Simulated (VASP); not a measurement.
# Al (Fm-3m) in VASP: settings compared

Aim: see how the results for Al move with the level of theory and the settings. Levels: RPBE+D4, LDA. Tasks: single point.

Everything below comes from runs of VASP 6.6.1. Logs are shortened: lines on timing, memory, paths and dates and some standing lists are left out, and cuts for length are marked.

### Step 1. The cell of the first run

The structure is cubic, space group Fm-3m (No. 225). The conventional cell has a = 3.995 Å, b = 3.995 Å, c = 3.995 Å, α = 90.00°, β = 90.00°, γ = 90.00°. Within 3.7 Å of Al (site symmetry m-3m) lie 12 Al at 2.82 Å.

### Step 2. Single point, RPBE+D4

INCAR reads:

```
SYSTEM = Al
PREC = Accurate
ENCUT = 520
EDIFF = 1E-6
ISMEAR = -1
SIGMA = 0.05
LREAL = .FALSE.
LASPH = .TRUE.
NELM = 60
ALGO = Normal
ISIF = 2
LWAVE = .FALSE.
LCHARG = .FALSE.
GGA = RP
IVDW = 13
NBANDS = 8
```

KPOINTS reads:

```
Automatic mesh
0
G
  11 11 11
  0 0 0
```

POSCAR reads:

```
Al
1.0
    0.0000000000      1.9974394157      1.9974394157
    1.9974394157      0.0000000000      1.9974394157
    1.9974394157      1.9974394157      0.0000000000
Al
1
Direct
    0.0000000000      0.0000000000      0.0000000000
```

Potentials or basis: VASP PAW PBE potentials, release 64 (Al).

Started as:

```sh
$ cat potpaw_PBE.64/Al/POTCAR > POTCAR
$ mpirun -np 1 vasp_std > vasp.out
```

OUTCAR:

```text
SYSTEM = Al
   PREC = Accurate
   ENCUT = 520
   EDIFF = 1E-6
   ISMEAR = -1
   LREAL = .FALSE.
   LASPH = .TRUE.
   NELM = 60
   ISIF = 2
   GGA = RP
   IVDW = 13

 ion  position               nearest neighbor table
   1  0.000  0.000  0.000-

  LATTYP: Found a face centered cubic cell.
 ALAT       =     3.9948788314

  Lattice vectors:

 A1 = (   0.0000000000,   1.9974394157,   1.9974394157)
 A2 = (   1.9974394157,   0.0000000000,   1.9974394157)
 A3 = (   1.9974394157,   1.9974394157,   0.0000000000)

Analysis of symmetry for initial positions (statically):
=====================================================================
 Subroutine PRICEL returns:
 Original cell was already a primitive cell.

 Routine SETGRP: Setting up the symmetry group for a
 face centered cubic supercell.

 Subroutine GETGRP returns: Found 48 space group operations
[... 9 lines left out ...]

 Routine SETGRP: Setting up the symmetry group for a
 face centered cubic supercell.

 Subroutine GETGRP returns: Found 48 space group operations
 (whereof 48 operations were pure point group operations)
 out of a pool of 48 trial point group operations.

The dynamic configuration has the point symmetry O_h .

 Subroutine INISYM returns: Found 48 space group operations
 (whereof 48 operations are pure point group operations),
 and found     1 'primitive' translations

----------------------------------------------------------------------------------------

                                     Primitive cell

  volume of cell :      15.9386

  direct lattice vectors                    reciprocal lattice vectors
     0.000000000  1.997439416  1.997439416    -0.250320483  0.250320483  0.250320483
     1.997439416  0.000000000  1.997439416     0.250320483 -0.250320483  0.250320483
     1.997439416  1.997439416  0.000000000     0.250320483  0.250320483 -0.250320483

  length of vectors
     2.824805912  2.824805912  2.824805912     0.433567795  0.433567795  0.433567795

  position of ions in fractional coordinates (direct lattice)
     0.000000000  0.000000000  0.000000000

  ion indices of the primitive-cell ions
   primitive index   ion index
                 1           1

----------------------------------------------------------------------------------------

 KPOINTS: Automatic mesh

Automatic generation of k-mesh.
 Grid dimensions read from file:
 generate k-points for:   11   11   11

 Generating k-lattice:

  Cartesian coordinates                     Fractional coordinates (reciprocal lattice)
    -0.022756408  0.022756408  0.022756408     0.090909091  0.000000000  0.000000000
     0.022756408 -0.022756408  0.022756408     0.000000000  0.090909091  0.000000000
     0.022756408  0.022756408 -0.022756408     0.000000000  0.000000000  0.090909091

  Length of vectors
     0.039415254  0.039415254  0.039415254

  Shift w.r.t. Gamma in fractional coordinates (k-lattice)
     0.000000000  0.000000000  0.000000000

 Subroutine IBZKPT returns following result:
 ===========================================

 Found     56 irreducible k-points:

 Following reciprocal coordinates:
            Coordinates               Weight
  0.000000  0.000000  0.000000      1.000000
  0.090909  0.000000  0.000000      8.000000
  0.181818  0.000000  0.000000      8.000000
  0.272727  0.000000  0.000000      8.000000
  0.363636  0.000000  0.000000      8.000000
  0.454545  0.000000  0.000000      8.000000
[... 16 lines left out ...]
 -0.272727  0.181818  0.000000     24.000000
 -0.181818  0.181818  0.000000     12.000000
 [... further k-points ...]
   k-points           NKPTS =     56   k-points in BZ     NKDIM =     56   number of bands    NBANDS=      8
   number of dos      NEDOS =    301   number of ions     NIONS =      1
   total plane-waves  NPLWV =  13824
   dimension x,y,z NGX =    24 NGY =   24 NGZ =   24
   dimension x,y,z NGXF=    48 NGYF=   48 NGZF=   48
   ions per type =               1
   NGX,Y,Z   is equivalent  to a cutoff of  14.12, 14.12, 14.12 a.u.
   NGXF,Y,Z  is equivalent  to a cutoff of  28.25, 28.25, 28.25 a.u.
 SYSTEM =  Al
   PREC   = accura    normal or accurate (medium, high low for compatibility)
   ISTART =      0    job   : 0-new  1-cont  2-samecut
   ICHARG =      2    charge: 1-file 2-atom 10-const
   ISPIN  =      1    spin polarized calculation?
   LNONCOLLINEAR =      F non collinear calculations
   LSORBIT =      F    spin-orbit coupling
   LASPH  =      T    aspherical Exc in radial PAW
   ENCUT  =  520.0 eV  38.22 Ry    6.18 a.u.   5.25  5.25  5.25*2*pi/ulx,y,z
   NELM   =     60;   NELMIN=  2; NELMDL= -5     # of ELM steps
   EDIFF  = 0.1E-05   stopping-criterion for ELM
   LREAL  =      F    real-space projection
   EDIFFG = 0.1E-04   stopping-criterion for IOM
   NSW    =      0    number of steps for IOM
   IBRION =     -1    ionic relax: 0-MD 1-quasi-New 2-CG
   NFREE  =      0    steps in history (QN), initial steepest desc. (CG)
   ISIF   =      2    stress and relaxation
   ISYM   =      2    0-nonsym 1-usesym 2-fastsym
   POTIM  = 0.5000    time-step for ionic-motion
   TEBEG  =    0.0;   TEEND  =   0.0 temperature during run
   PSTRESS=    0.0 pullay stress
   NELECT =       3.0000    total number of electrons
   NUPDOWN=      -1.0000    fix difference up-down
   EMIN   =  10.00;   EMAX   =-10.00  energy-range for DOS
   EFERMI =   0.00;   METHOD = LEGACY
   ISMEAR =    -1;   SIGMA  =   0.05  broadening in eV -4-tet -1-fermi 0-gaus
   EFERMI_NEDOS =   21; number of points for ismear=-14 and -15
   IALGO  =     38    algorithm
   IMIX   =      4    mixing-type and parameters
     AMIX     =   0.40;   BMIX     =  1.00
     AMIX_MAG =   1.60;   BMIX_MAG =  1.00
  volume/ion in A,a.u.               =      15.94       107.56
  Fermi-wavevector in a.u.,A,eV,Ry     =   0.938206  1.772953 11.976268  0.880231
  Thomas-Fermi vector in A             =   2.065395
   LORBIT       =      0    0 simple, 1 ext, 2 COOP (PROOUT), +10 PAW based schemes
   GGA     = RP    functional components
   LHFCALC =     F    Hartree Fock is set to
   AEXX    =    0.0000 exact exchange contribution
   IVDW    =    13    specifies the selected vdW correction
   LEPSILON=     F    determine dielectric tensor
   LRPA    =     F    only Hartree local field effects (RPA)
 non-spin polarized calculation
  energy-cutoff  :      520.00
  volume of cell :       15.94
 maximum number of plane-waves:       444
 NGX is ok and might be reduce to    24
   NGX = 11   NGY = 11   NGZ = 11

 number of electron       3.0000000 magnetization

 Free energy of the ion-electron system (eV)
  ---------------------------------------------------
  ext. energy  EPLUGINS =         0.00000000
  ---------------------------------------------------
  free energy    TOTEN  =        -3.50651987 eV

  energy without entropy =       -3.50257331  energy(sigma->0) =       -3.50454659

 E-fermi :   8.4624     XC(G=0): -10.2656

 val. band max:        8.4263560180   @ k =  -0.4545   0.3636   0.0000
 cond. band min:       8.4943664641   @ k =   0.4545   0.1818   0.0909
 fundamental gap:      0.0680104462
 Fermi energy:         8.4624203642

 k-point     1 :       0.0000    0.0000    0.0000
  band No.  band energies     occupation
      1      -2.9182      2.00000
      2      21.2532      0.00000
      3      21.2532      0.00000
      4      21.2532      0.00000
      5      23.1405      0.00000
      6      23.1405      0.00000
      7      23.1405      0.00000
      8      25.1048      0.00000

 k-point     2 :       0.0909    0.0000    0.0000
  band No.  band energies     occupation
      1      -2.6883      2.00000
      2      18.3526      0.00000
      3      20.6872      0.00000
      4      20.6872      0.00000
      5      23.6547      0.00000
      6      24.0664      0.00000
      7      24.0664      0.00000
      8      27.1161      0.00000

 k-point     3 :       0.1818    0.0000    0.0000
  band No.  band energies     occupation
      1      -2.0011      2.00000
      2      14.6291      0.00000
      3      19.9807      0.00000
      4      19.9807      0.00000
      5      23.3593      0.00000
      6      24.8432      0.00000
      7      24.8432      0.00000
      8      26.2331      0.00000

 k-point     4 :       0.2727    0.0000    0.0000
  band No.  band energies     occupation
      1      -0.8633      2.00000
      2      11.1261      0.00000
      3      19.5773      0.00000
      4      19.5773      0.00000
      5      23.1143      0.00000
      6      23.1788      0.00000
      7      23.1788      0.00000
      8      27.2397      0.00000

 k-point     5 :       0.3636    0.0000    0.0000
  band No.  band energies     occupation
      1       0.7138      2.00000
      2       7.9517      1.99993
      3      19.5347      0.00000
      4      19.5347      0.00000
      5      21.7148      0.00000
      6      21.7148      0.00000
      7      23.1647      0.00000
      8      25.7314      0.00000

 k-point     6 :       0.4545    0.0000    0.0000
  band No.  band energies     occupation
      1       2.7110      2.00000
      2       5.1519      2.00000
      3      19.8563      0.00000
      4      19.8563      0.00000
      5      20.6283      0.00000
      6      20.6283      0.00000
      7      23.5627      0.00000
      8      24.5598      0.00000

 k-point     7 :       0.0909    0.0909    0.0000
  band No.  band energies     occupation
      1      -2.6118      2.00000
      2      19.4349      0.00000
      3      19.4349      0.00000
      4      19.5783      0.00000
      5      22.4463      0.00000
      6      25.1755      0.00000
      7      25.4126      0.00000
      8      25.4126      0.00000

 k-point     8 :       0.1818    0.0909    0.0000
  band No.  band energies     occupation
      1      -2.0772      2.00000
      2      15.9734      0.00000
      3      18.5038      0.00000
      4      19.7998      0.00000
      5      22.8065      0.00000
      6      23.0541      0.00000
      7      25.7184      0.00000
      8      26.8613      0.00000

 k-point     9 :       0.2727    0.0909    0.0000
  band No.  band energies     occupation
      1      -1.0901      2.00000
      2      12.4243      0.00000
      3      17.9428      0.00000
      4      19.4705      0.00000
      5      20.9022      0.00000
      6      24.8381      0.00000
      7      25.5811      0.00000
      8      25.7469      0.00000

 k-point    10 :       0.3636    0.0909    0.0000
  band No.  band energies     occupation
      1       0.3399      2.00000
      2       9.1515      0.00000
      3      17.7629      0.00000
      4      19.0295      0.00000
      5      19.5736      0.00000
      6      24.2417      0.00000
      7      25.4092      0.00000
      8      27.0060      0.00000
[... 78 lines left out ...]
 k-point    18 :       0.2727    0.1818    0.0000
  band No.  band energies     occupation
      1      -0.8634      2.00000
      2      14.0366      0.00000
      3      16.7059      0.00000
      4      17.8499      0.00000
      5      18.3579      0.00000
      6      21.4979      0.00000
      7      28.4884      0.00000
      8      29.2763      0.00000

 k-point    19 :       0.3636    0.1818    0.0000
  band No.  band energies     occupation
      1       0.4143      2.00000
      2      10.7338      0.00000
      3      16.3090      0.00000
      4      16.3896      0.00000
      5      18.0745      0.00000
      6      23.6128      0.00000
      7      27.0920      0.00000
      8      29.3081      0.00000

 k-point    20 :       0.4545    0.1818    0.0000
  band No.  band energies     occupation
      1       2.1225      2.00000
      2       7.7221      2.00000
      3      14.8942      0.00000
      4      16.4623      0.00000
      5      18.2253      0.00000
      6      25.8292      0.00000
      7      26.2159      0.00000
      8      29.1337      0.00000

 k-point    21 :      -0.4545    0.1818    0.0000
  band No.  band energies     occupation
      1       4.2131      2.00000
      2       5.1025      2.00000
      3      13.8739      0.00000
      4      16.9252      0.00000
      5      18.7625      0.00000
      6      24.8811      0.00000
      7      27.5088      0.00000
      8      29.8202      0.00000

 k-point    22 :      -0.3636    0.1818    0.0000
  band No.  band energies     occupation
      1       2.7857      2.00000
      2       6.7817      2.00000
      3      13.2762      0.00000
      4      17.7801      0.00000
      5      19.7051      0.00000
      6      24.2862      0.00000
      7      27.0249      0.00000
      8      29.9891      0.00000

 k-point    23 :      -0.2727    0.1818    0.0000
  band No.  band energies     occupation
      1       0.9373      2.00000
      2       9.6211      0.00000
      3      13.1504      0.00000
      4      19.0268      0.00000
      5      21.0347      0.00000
      6      24.0224      0.00000
      7      26.5648      0.00000
      8      27.0955      0.00000

 k-point    24 :      -0.1818    0.1818    0.0000
  band No.  band energies     occupation
      1      -0.4861      2.00000
      2      12.3262      0.00000
      3      13.9294      0.00000
      4      20.6571      0.00000
      5      22.6939      0.00000
      6      23.6313      0.00000
      7      25.0298      0.00000
      8      25.9320      0.00000

 [... further k-points ...]

------------------------ aborting loop because EDIFF is reached ----------------------------------------

  DFT-D4 for vdW energy calculation

  Edisp (eV):   -0.68043

  FORCE on cell =-STRESS in cart. coord.  units (eV):
  Direction    XX          YY          ZZ          XY          YZ          ZX
  --------------------------------------------------------------------------------------
  -------------------------------------------------------------------------------------
  Total      -0.20432    -0.20432    -0.20432     0.00000     0.00000     0.00000
  in kB     -20.53897   -20.53897   -20.53897     0.00000     0.00000     0.00000
  external pressure =      -20.54 kB  Pullay stress =        0.00 kB

 VOLUME and BASIS-vectors are now :
 -----------------------------------------------------------------------------
  energy-cutoff  :      520.00
  volume of cell :       15.94
      direct lattice vectors                 reciprocal lattice vectors
     0.000000000  1.997439416  1.997439416    -0.250320483  0.250320483  0.250320483
     1.997439416  0.000000000  1.997439416     0.250320483 -0.250320483  0.250320483
     1.997439416  1.997439416  0.000000000     0.250320483  0.250320483 -0.250320483

 POSITION                                       TOTAL-FORCE (eV/Angst)
 -----------------------------------------------------------------------------------
      0.00000      0.00000      0.00000         0.000000      0.000000     -0.000000
 -----------------------------------------------------------------------------------
    total drift:                                0.000000     -0.000000     -0.000000

  FREE ENERGIE OF THE ION-ELECTRON SYSTEM (eV)
  ---------------------------------------------------
  free  energy   TOTEN  =        -4.1869454780 eV

  energy  without entropy=       -4.1829989162  energy(sigma->0) =       -4.18497220
```

It took 3.7 s on 1 thread of Intel Xeon 6975P-C, shared host; peak memory 0.13 GiB.

What came out:

```
Free energy                : -4.1869 eV
Pressure                   : -2.1 GPa
Dispersion energy per atom : -0.680 eV
```

Levels at points of the mesh, in eV from the Fermi level:
| k point | band 1 | band 2 | band 3 | band 4 |
| --- | --- | --- | --- | --- |
| (0.00, 0.00, 0.00) | -11.38 | 12.79 | 12.79 | 12.79 |

Caveat: the PAW data sets were made with another functional, which shifts forces and pressure a little; pairwise dispersion overbinds metals, which lowers pressure and volume.

### Step 3. Single point, RPBE+D4

This run uses another cell than the first one, of 16.27 Å³/atom, 1.021 times its volume.

INCAR reads:

```
PREC = Accurate
ENCUT = 520
EDIFF = 1E-6
ISMEAR = -1
SIGMA = 0.05
LREAL = F
LASPH = T
NELM = 80
ALGO = Fast
ISIF = 2
LWAVE = F
LCHARG = F
GGA = RP
IVDW = 13
NBANDS = 8
```

KPOINTS reads:

```
regular mesh
0
Gamma
  11 11 11
```

POSCAR reads:

```
Al
1.0
    0.0000000000      2.0112152952      2.0112152952
    2.0112152952      0.0000000000      2.0112152952
    2.0112152952      2.0112152952      0.0000000000
Al
1
Direct
    0.0000000000      0.0000000000      0.0000000000
```

Potentials or basis: VASP PAW PBE potentials, release 64 (Al).

Started as:

```sh
$ cat potpaw_PBE.64/Al/POTCAR > POTCAR
$ mpirun -np 1 vasp_std > vasp.out
```

Run time: 4.4 s. Hardware: 1 thread of Intel Xeon 6975P-C, shared host; peak memory 0.13 GiB.

Results (log left out):

* Free energy: -4.1810 eV
* Pressure: -3.7 GPa
* Dispersion energy per atom: -0.667 eV

Levels at points of the mesh, in eV from the Fermi level:
```
           k point  band 1  band 2  band 3  band 4
(0.00, 0.00, 0.00)  -11.24   12.67   12.67   12.67
```

Caveat: the PAW data sets were made with another functional, which shifts forces and pressure a little; pairwise dispersion overbinds metals, which lowers pressure and volume.

[end of part 1 of 2]
